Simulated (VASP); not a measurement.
Write the native input for VASP 6.6.1 that does the following.

```
Task                   : single point
Functional             : PBE
Potentials or basis    : VASP PAW PBE potentials, release 64 (Nb_sv, Sb)
Cutoff                 : 520 eV
k mesh                 : 6 × 6 × 4
Occupations            : gaussian, width 0.1 eV
Spin                   : no spin polarisation
Dipole correction      : no
Further INCAR settings : ALGO = Normal; EDIFF = 1e-06; NBANDS = 28
```

The structure of Nb2Sb3 lies in POSCAR:

```
Nb2Sb3
1.0
    4.3741308106      0.0000000000      0.0000000000
   -2.1870654053      3.7881084015      0.0000000000
    0.0000000000      0.0000000000      6.8054370226
Nb Sb
2 3
Direct
    0.3333333333      0.6666666667      0.2450000000
    0.6666666667      0.3333333333      0.7550000000
    0.0000000000      0.0000000000      0.0000000000
    0.3333333333      0.6666666667      0.6450000000
    0.6666666667      0.3333333333      0.3550000000
```

One way to write it, as run:

INCAR

```
SYSTEM = Nb2Sb3
PREC     = Accurate       ! precision mode
ENCUT    = 520            ! plane-wave cutoff, eV
EDIFF    = 1E-6           ! SCF threshold, eV
ISMEAR   = 0              ! smearing method
SIGMA    = 0.1            ! smearing width, eV
LREAL    = .False.        ! projectors in reciprocal space
LASPH    = .True.         ! aspherical terms in the spheres
NELM     = 80             ! most SCF steps
ALGO     = Normal         ! electronic algorithm
ISIF     = 2              ! what is computed and relaxed
LWAVE    = .False.        ! write WAVECAR
LCHARG   = .True.         ! write CHGCAR
GGA      = PE             ! functional
LELF     = .True.         ! ELF
LVHAR    = .True.       
NBANDS   = 28             ! bands
```

KPOINTS

```
regular mesh
0
Gamma
  6 6 4
  0 0 0
```

Potentials or basis: VASP PAW PBE potentials, release 64 (Nb_sv, Sb).

Launch:

```bash
$ cat potpaw_PBE.64/Nb_sv/POTCAR potpaw_PBE.64/Sb/POTCAR > POTCAR
$ mpirun -np 1 vasp_std > vasp.out
```

It gave:

```json
{"Pressure": "15.2 GPa", "Largest force": "2.690 eV/Å"}
```

Caveat: forces of over 1 eV/Å act on the atoms, so gaps and moduli don't describe the material at rest.

Run time: 52 s on 1 thread of AMD EPYC 9R45 96-Core Processor (Zen 5), with other jobs on the host, peak memory 0.24 GiB.
